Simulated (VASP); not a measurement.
# Al3Au (I4/mmm) in VASP: single point with PBE

Aim: the single point of Al3Au with PBE.

Everything below comes from runs of VASP 6.6.1. Logs are shortened: lines on timing, memory, paths and dates and some standing lists are left out, and cuts for length are marked.

## Step 1: The cell of the first run

It takes space group I4/mmm (No. 139, tetragonal). Conventional cell: a = 4.059 Å, b = 4.059 Å, c = 8.113 Å, α = 90.00°, β = 90.00°, γ = 90.00°. Within 3.8 Å of Al (site symmetry -4m2) lie 8 Al at 2.87 Å and 4 Au at 2.87 Å. Within 3.8 Å of Al (site symmetry 4/mmm) lie 8 Al at 2.87 Å and 4 Au at 2.87 Å. Within 3.8 Å of Au (site symmetry 4/mmm) lie 12 Al at 2.87 Å.

## Step 2: Single point, PBE

Input file INCAR:

```
SYSTEM = Al3Au
PREC = Accurate
ENCUT = 520
EDIFF = 1E-6
ISMEAR = 0
SIGMA = 0.1
LREAL = .FALSE.
LASPH = .TRUE.
NELM = 60
ALGO = Fast
ISIF = 2
LWAVE = .FALSE.
LCHARG = .TRUE.
GGA = PE
LELF = .TRUE.
LVHAR = .TRUE.
NBANDS = 18
```

Input file KPOINTS:

```
regular mesh
0
G
  16 16 16
  0 0 0
```

Input file POSCAR:

```
Al3Au
1.0
   -2.0293146065      2.0293146065      4.0565698987
    2.0293146065     -2.0293146065      4.0565698987
    2.0293146065      2.0293146065     -4.0565698987
Al Au
3 1
Direct
    0.7500000000      0.2500000000      0.5000000000
    0.2500000000      0.7500000000      0.5000000000
    0.5000000000      0.5000000000      0.0000000000
    0.0000000000      0.0000000000      0.0000000000
```

Potentials or basis: VASP PAW PBE potentials, release 64 (Al, Au).

The run is started by

```
$ cat potpaw_PBE.64/Al/POTCAR potpaw_PBE.64/Au/POTCAR > POTCAR
$ mpirun -np 1 vasp_std > vasp.out
```

OUTCAR:

```text
SYSTEM = Al3Au
   PREC = Accurate
   ENCUT = 520
   EDIFF = 1E-6
   ISMEAR = 0
   LREAL = .FALSE.
   LASPH = .TRUE.
   NELM = 60
   ISIF = 2
   GGA = PE

 ion  position               nearest neighbor table
   1  0.750  0.250  0.500-   3 2.87   4 2.87   3 2.87   4 2.87   3 2.87   4 2.87   3 2.87   4 2.87
                             2 2.87   2 2.87   2 2.87   2 2.87
   2  0.250  0.750  0.500-   4 2.87   3 2.87   3 2.87   4 2.87   3 2.87   4 2.87   4 2.87   3 2.87
                             1 2.87   1 2.87   1 2.87   1 2.87
   3  0.500  0.500  0.000-   2 2.87   1 2.87   1 2.87   2 2.87   1 2.87   2 2.87   2 2.87   1 2.87
                             4 2.87   4 2.87   4 2.87   4 2.87
   4  0.000  0.000  0.000-   1 2.87   2 2.87   1 2.87   2 2.87   1 2.87   2 2.87   1 2.87   2 2.87
                             3 2.87   3 2.87   3 2.87   3 2.87

  LATTYP: Found a body centered tetragonal cell.
 ALAT       =     4.0586292130
 C/A-ratio  =     1.9989852168

  Lattice vectors:

 A1 = (  -2.0293146065,   2.0293146065,   4.0565698987)
 A2 = (   2.0293146065,  -2.0293146065,   4.0565698987)
 A3 = (   2.0293146065,   2.0293146065,  -4.0565698987)

Analysis of symmetry for initial positions (statically):
=====================================================================
 Subroutine PRICEL returns:
 Original cell was already a primitive cell.

 Routine SETGRP: Setting up the symmetry group for a
 body centered tetragonal supercell.

 Subroutine GETGRP returns: Found 16 space group operations
 (whereof 16 operations were pure point group operations)
 out of a pool of 16 trial point group operations.

The static configuration has the point symmetry D_4h.

Analysis of symmetry for dynamics (positions and initial velocities):
=====================================================================
 Subroutine PRICEL returns:
 Original cell was already a primitive cell.

 Routine SETGRP: Setting up the symmetry group for a
 body centered tetragonal supercell.

 Subroutine GETGRP returns: Found 16 space group operations
 (whereof 16 operations were pure point group operations)
 out of a pool of 16 trial point group operations.

The dynamic configuration has the point symmetry D_4h.

 Subroutine INISYM returns: Found 16 space group operations
 (whereof 16 operations are pure point group operations),
 and found     1 'primitive' translations

----------------------------------------------------------------------------------------

                                     Primitive cell

  volume of cell :      66.8217

  direct lattice vectors                    reciprocal lattice vectors
    -2.029314606  2.029314606  4.056569899     0.000000000  0.246388607  0.123256843
     2.029314606 -2.029314606  4.056569899     0.246388607  0.000000000  0.123256843
     2.029314606  2.029314606 -4.056569899     0.246388607  0.246388607  0.000000000

  length of vectors
     4.969104033  4.969104033  4.969104033     0.275498812  0.275498812  0.348446110

  position of ions in fractional coordinates (direct lattice)
     0.750000000  0.250000000  0.500000000
     0.250000000  0.750000000  0.500000000
     0.500000000  0.500000000  0.000000000
     0.000000000  0.000000000  0.000000000

  ion indices of the primitive-cell ions
   primitive index   ion index
                 1           1
                 2           2
                 3           3
                 4           4

----------------------------------------------------------------------------------------

 KPOINTS: regular mesh

Automatic generation of k-mesh.
 Grid dimensions read from file:
 generate k-points for:   16   16   16

 Generating k-lattice:

  Cartesian coordinates                     Fractional coordinates (reciprocal lattice)
     0.000000000  0.015399288  0.007703553     0.062500000 -0.000000000  0.000000000
     0.015399288  0.000000000  0.007703553    -0.000000000  0.062500000  0.000000000
     0.015399288  0.015399288  0.000000000     0.000000000  0.000000000  0.062500000

  Length of vectors
     0.017218676  0.017218676  0.021777882

  Shift w.r.t. Gamma in fractional coordinates (k-lattice)
     0.000000000  0.000000000  0.000000000

 Subroutine IBZKPT returns following result:
 ===========================================

 Found    349 irreducible k-points:

 Following reciprocal coordinates:
            Coordinates               Weight
  0.000000  0.000000  0.000000      1.000000
  0.062500  0.000000  0.000000      8.000000
  0.125000  0.000000  0.000000      8.000000
  0.187500  0.000000  0.000000      8.000000
  0.250000  0.000000  0.000000      8.000000
  0.312500  0.000000  0.000000      8.000000
[... 16 lines left out ...]
 -0.125000  0.062500  0.000000     16.000000
 -0.062500  0.062500  0.000000      4.000000
 [... further k-points ...]
   k-points           NKPTS =    349   k-points in BZ     NKDIM =    349   number of bands    NBANDS=     18
   number of dos      NEDOS =    301   number of ions     NIONS =      4
   total plane-waves  NPLWV =  64000
   dimension x,y,z NGX =    40 NGY =   40 NGZ =   40
   dimension x,y,z NGXF=    80 NGYF=   80 NGZF=   80
   ions per type =               3   1
   NGX,Y,Z   is equivalent  to a cutoff of  13.38, 13.38, 13.38 a.u.
   NGXF,Y,Z  is equivalent  to a cutoff of  26.76, 26.76, 26.76 a.u.
 SYSTEM =  Al3Au
   PREC   = accura    normal or accurate (medium, high low for compatibility)
   ISTART =      0    job   : 0-new  1-cont  2-samecut
   ICHARG =      2    charge: 1-file 2-atom 10-const
   ISPIN  =      1    spin polarized calculation?
   LNONCOLLINEAR =      F non collinear calculations
   LSORBIT =      F    spin-orbit coupling
   LASPH  =      T    aspherical Exc in radial PAW
   ENCUT  =  520.0 eV  38.22 Ry    6.18 a.u.   9.24  9.24  9.24*2*pi/ulx,y,z
   NELM   =     60;   NELMIN=  2; NELMDL= -5     # of ELM steps
   EDIFF  = 0.1E-05   stopping-criterion for ELM
   LREAL  =      F    real-space projection
   EDIFFG = 0.1E-04   stopping-criterion for IOM
   NSW    =      0    number of steps for IOM
   IBRION =     -1    ionic relax: 0-MD 1-quasi-New 2-CG
   NFREE  =      0    steps in history (QN), initial steepest desc. (CG)
   ISIF   =      2    stress and relaxation
   ISYM   =      2    0-nonsym 1-usesym 2-fastsym
   POTIM  = 0.5000    time-step for ionic-motion
   TEBEG  =    0.0;   TEEND  =   0.0 temperature during run
   PSTRESS=    0.0 pullay stress
   NELECT =      20.0000    total number of electrons
   NUPDOWN=      -1.0000    fix difference up-down
   EMIN   =  10.00;   EMAX   =-10.00  energy-range for DOS
   EFERMI =   0.00;   METHOD = LEGACY
   ISMEAR =     0;   SIGMA  =   0.10  broadening in eV -4-tet -1-fermi 0-gaus
   EFERMI_NEDOS =   21; number of points for ismear=-14 and -15
   IALGO  =     68    algorithm
   IMIX   =      4    mixing-type and parameters
     AMIX     =   0.40;   BMIX     =  1.00
     AMIX_MAG =   1.60;   BMIX_MAG =  1.00
  volume/ion in A,a.u.               =      16.71       112.73
  Fermi-wavevector in a.u.,A,eV,Ry     =   1.095079  2.069400 16.316090  1.199199
  Thomas-Fermi vector in A             =   2.231396
   LORBIT       =      0    0 simple, 1 ext, 2 COOP (PROOUT), +10 PAW based schemes
   GGA     = PE    functional components
   LHFCALC =     F    Hartree Fock is set to
   AEXX    =    0.0000 exact exchange contribution
   IVDW    =     0    specifies the selected vdW correction
   LEPSILON=     F    determine dielectric tensor
   LRPA    =     F    only Hartree local field effects (RPA)
 non-spin polarized calculation
 RMM-DIIS sequential band-by-band and
 Gauss-broadening in eV      SIGMA  =   0.10
  energy-cutoff  :      520.00
  volume of cell :       66.82
 maximum number of plane-waves:      1819
 NGX is ok and might be reduce to    40
   NGX = 19   NGY = 19   NGZ = 19

 number of electron      19.9999999 magnetization

 Free energy of the ion-electron system (eV)
  ---------------------------------------------------
  ext. energy  EPLUGINS =         0.00000000
  ---------------------------------------------------
  free energy    TOTEN  =       -14.94385124 eV

  energy without entropy =      -14.93640381  energy(sigma->0) =      -14.94012752

 E-fermi :   8.7409     XC(G=0): -10.8246

 val. band max:        8.7338134424   @ k =  -0.2500   0.2500   0.0000
 cond. band min:       8.7431019242   @ k =   0.1250   0.1250   0.0625
 fundamental gap:      0.0092884818
 Fermi energy:         8.7409039992

 k-point     1 :       0.0000    0.0000    0.0000
  band No.  band energies     occupation
      1      -2.4468      2.00000
      2       2.7187      2.00000
      3       2.7849      2.00000
      4       2.9802      2.00000
      5       2.9802      2.00000
      6       3.4804      2.00000
[... 10 lines left out ...]
     17      14.9981      0.00000
     18      14.9981      0.00000

 k-point     2 :       0.0625    0.0000    0.0000
  band No.  band energies     occupation
      1      -2.3998      2.00000
      2       2.7231      2.00000
      3       2.7854      2.00000
      4       2.9411      2.00000
      5       2.9913      2.00000
      6       3.4610      2.00000
[... 10 lines left out ...]
     17      14.4353      0.00000
     18      14.8243      0.00000

 k-point     3 :       0.1250    0.0000    0.0000
  band No.  band energies     occupation
      1      -2.2591      2.00000
      2       2.7178      2.00000
      3       2.7303      2.00000
      4       2.9094      2.00000
      5       3.0223      2.00000
      6       3.4080      2.00000
[... 10 lines left out ...]
     17      13.6127      0.00000
     18      14.4745      0.00000

 k-point     4 :       0.1875    0.0000    0.0000
  band No.  band energies     occupation
      1      -2.0264      2.00000
      2       2.5326      2.00000
      3       2.7095      2.00000
      4       2.9826      2.00000
      5       3.0653      2.00000
      6       3.3367      2.00000
[... 10 lines left out ...]
     17      13.5233      0.00000
     18      14.6610      0.00000

 k-point     5 :       0.2500    0.0000    0.0000
  band No.  band energies     occupation
      1      -1.7044      2.00000
      2       2.2793      2.00000
      3       2.6690      2.00000
      4       3.0980      2.00000
      5       3.1002      2.00000
      6       3.2772      2.00000
[... 10 lines left out ...]
     17      13.6589      0.00000
     18      15.8020      0.00000

 k-point     6 :       0.3125    0.0000    0.0000
  band No.  band energies     occupation
      1      -1.2977      2.00000
      2       1.9628      2.00000
      3       2.5899      2.00000
      4       3.0791      2.00000
      5       3.2264      2.00000
      6       3.2757      2.00000
[... 10 lines left out ...]
     17      14.6145      0.00000
     18      16.5291      0.00000

 k-point     7 :       0.3750    0.0000    0.0000
  band No.  band energies     occupation
      1      -0.8147      2.00000
      2       1.5400      2.00000
      3       2.4751      2.00000
      4       3.0295      2.00000
      5       3.3128      2.00000
      6       3.3133      2.00000
[... 10 lines left out ...]
     17      15.6219      0.00000
     18      15.9530      0.00000

 k-point     8 :       0.4375    0.0000    0.0000
  band No.  band energies     occupation
      1      -0.2744      2.00000
      2       1.0053      2.00000
      3       2.3747      2.00000
      4       2.9906      2.00000
      5       3.3268      2.00000
      6       3.3456      2.00000
[... 10 lines left out ...]
     17      15.2304      0.00000
     18      15.4467      0.00000
[... 229 lines left out ...]
     17      15.7057      0.00000
     18      15.9607      0.00000

 k-point    20 :      -0.3125    0.0625    0.0000
  band No.  band energies     occupation
      1      -1.3420      2.00000
      2       2.0306      2.00000
      3       2.6498      2.00000
      4       3.0274      2.00000
      5       3.2185      2.00000
      6       3.2421      2.00000
[... 10 lines left out ...]
     17      14.7839      0.00000
     18      16.6411      0.00000

 k-point    21 :      -0.2500    0.0625    0.0000
  band No.  band energies     occupation
      1      -1.7317      2.00000
      2       2.3347      2.00000
      3       2.7177      2.00000
      4       3.0239      2.00000
      5       3.1173      2.00000
      6       3.2347      2.00000
[... 10 lines left out ...]
     17      13.9796      0.00000
     18      15.6886      0.00000

 k-point    22 :      -0.1875    0.0625    0.0000
  band No.  band energies     occupation
      1      -2.0357      2.00000
      2       2.5859      2.00000
      3       2.7475      2.00000
      4       2.9464      2.00000
      5       3.0359      2.00000
      6       3.3030      2.00000
[... 10 lines left out ...]
     17      13.8109      0.00000
     18      14.8171      0.00000

 k-point    23 :      -0.1250    0.0625    0.0000
  band No.  band energies     occupation
      1      -2.2498      2.00000
      2       2.7471      2.00000
      3       2.7887      2.00000
      4       2.8744      2.00000
      5       2.9786      2.00000
      6       3.3816      2.00000
[... 10 lines left out ...]
     17      13.0195      0.00000
     18      15.0032      0.00000

 k-point    24 :      -0.0625    0.0625    0.0000
  band No.  band energies     occupation
      1      -2.3716      2.00000
      2       2.7359      2.00000
      3       2.8131      2.00000
      4       2.9305      2.00000
      5       2.9539      2.00000
      6       3.4393      2.00000
[... 10 lines left out ...]
     17      13.7730      0.00000
     18      15.1442      0.00000

 [... further k-points ...]
[... 5 lines left out ...]
  --------------------------------------------------------------------------------------
  -------------------------------------------------------------------------------------
  Total       -0.0598718     -0.0598718     -0.0511241      0.0000000     -0.0000000     -0.0000000
  in kB       -1.4355402     -1.4355402     -1.2257968      0.0000000     -0.0000000     -0.0000000
  external PRESSURE =      -1.3656257 kB  Pullay stress =       0.0000000 kB

 VOLUME and BASIS-vectors are now :
 -----------------------------------------------------------------------------
  energy-cutoff  :      520.00
  volume of cell :       66.82
      direct lattice vectors                 reciprocal lattice vectors
    -2.029314606  2.029314606  4.056569899     0.000000000  0.246388607  0.123256843
     2.029314606 -2.029314606  4.056569899     0.246388607  0.000000000  0.123256843
     2.029314606  2.029314606 -4.056569899     0.246388607  0.246388607  0.000000000

 POSITION                                       TOTAL-FORCE (eV/Angst)
 -----------------------------------------------------------------------------------
      0.00000      2.02931      2.02828         0.000000     -0.000000     -0.000000
      2.02931      0.00000      2.02828        -0.000000     -0.000000     -0.000000
      0.00000      0.00000      4.05657        -0.000000      0.000000      0.000000
      0.00000      0.00000      0.00000        -0.000000      0.000000      0.000000
 -----------------------------------------------------------------------------------
    total drift:                               -0.000000     -0.000000      0.000000

  FREE ENERGIE OF THE ION-ELECTRON SYSTEM (eV)
  ---------------------------------------------------
  free  energy   TOTEN  =       -14.9438512407 eV

  energy  without entropy=      -14.9364038085  energy(sigma->0) =      -14.94012752
```

It took 8 min on 1 thread of Intel Xeon Platinum 8375C at 2.90GHz (Ice Lake), shared host; peak memory 0.55 GiB.

What came out:

```
Free energy            : -14.9439 eV
Pressure               : -0.1 GPa
Band gap on the k mesh : zero (bands 10 and 11 overlap by 3.98 eV)
```

Caveat: spin-orbit coupling is left out, which moves the levels of the heavy elements.
